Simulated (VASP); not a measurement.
**HoZnO2: relaxation of cell and atoms with PBE**

HoZnO2:

```xyz
4
Lattice="4.1325 0.0000 0.0000 -2.0663 3.5789 0.0000 0.0000 0.0000 7.5584" Properties=species:S:1:pos:R:3 pbc="T T T"
Ho    0.0000    0.0000    3.7792
Zn    0.0000    0.0000    0.0000
O     0.0000    0.0000    1.7464
O     0.0000    0.0000    5.8120
```

The cell was generated, and may not be a known phase.

| Quantity | Value |
| --- | --- |
| Program | VASP 6.6.1 |
| Task | relaxation of cell and atoms |
| Functional | PBE |
| Potentials or basis | VASP PAW PBE potentials, release 64 (Ho_3, Zn, O), 4f in core |
| Cutoff | 600 eV |
| k mesh | 12 × 12 × 6 |
| Occupations | gaussian, width 0.1 eV |
| Spin | no spin polarisation |
| Dipole correction | no |
| Further INCAR settings | ALGO = Normal; EDIFF = 1e-07; IBRION = 2; EDIFFG = -0.01; NSW = 100; ISIF = 3 |

```
Relaxed volume                        : 27.65 Å³/atom
Relaxed cell                          : a = 4.101 Å, b = 4.101 Å, c = 7.591 Å, α = 90.00°, β = 90.00°, γ = 120.00°
Space group after relaxing (to 0.1 Å) : P6/mmm (No. 191)
Energy gained by relaxing             : 1.0 meV/atom
Ionic steps                           : 12
Pressure after relaxing               : 0.0 GPa
Band gap on the k mesh                : zero (an odd number of electrons rules out a gap without spin polarisation)
```

Forces in eV/Å, atoms in the order of the input:
```
Ho   0.000  0.000  0.000
Zn   0.000  0.000  0.000
O    0.000  0.000 -0.003
O    0.000  0.000  0.003
```

The path:
```
step  energy change (eV)  largest force (eV/Å)  pressure (GPa)  volume (Å³)
   1              0.0000                0.0410            0.66       111.79
   2              0.0300                0.0316           -2.25       113.64
   3             -0.0033                0.0373           -0.09       112.23
   4             -0.0033                0.0380           -0.07       112.22
   5             -0.0035                0.0310           -0.07       112.04
   6             -0.0035                0.0383           -0.06       112.02
   7             -0.0036                0.0346           -0.05       111.83
   8             -0.0039                0.0215           -0.06       111.26
   9             -0.0038                0.0050           -0.07       110.13
  10             -0.0039                0.0088           -0.08       110.72
  11             -0.0038                0.0061            0.17       110.29
  12             -0.0040                0.0026           -0.01       110.58
```

Final structure:
```
CELL_PARAMETERS angstrom
4.10147 0.00000 0.00000
-2.05074 3.55198 0.00000
0.00000 0.00000 7.59067
ATOMIC_POSITIONS crystal
Ho 0.00000 0.00000 0.50000
Zn 0.00000 0.00000 0.00000
O 0.00000 0.00000 0.23124
O 0.00000 0.00000 0.76876
```

Levels at points of the mesh, in eV from the Fermi level:
```csv
k point,band 13,band 14,band 15,band 16,band 17,band 18,band 19,band 20
"(0.00, 0.00, 0.00)",-2.06,-2.06,-2.02,-1.94,-1.94,1.88,2.23,2.23
"(0.50, 0.00, 0.00)",-2.56,-2.56,-2.20,-2.06,0.02,2.40,3.56,3.83
"(0.00, 0.00, 0.50)",-2.51,-2.51,-2.00,-1.42,-1.42,2.23,2.23,2.25
"(0.50, 0.00, 0.50)",-3.13,-2.66,-2.02,-1.52,0.03,2.49,2.87,4.38
```

Wall time 19 min on 1 thread of AMD EPYC 9R45 96-Core Processor (Zen 5), on a shared host, peak memory 0.43 GiB.

Caveat: spin-orbit coupling is left out, which moves the levels of the heavy elements; the 4f electrons are frozen in the core, so they carry no moment and show no levels; an odd number of electrons without spin polarisation forces a metal; a magnetic or distorted state may lie lower; the run has no spin polarisation, though such a crystal can be magnetic. Spin polarisation is off, so any magnetic state and its effect on volume and gap are missing.
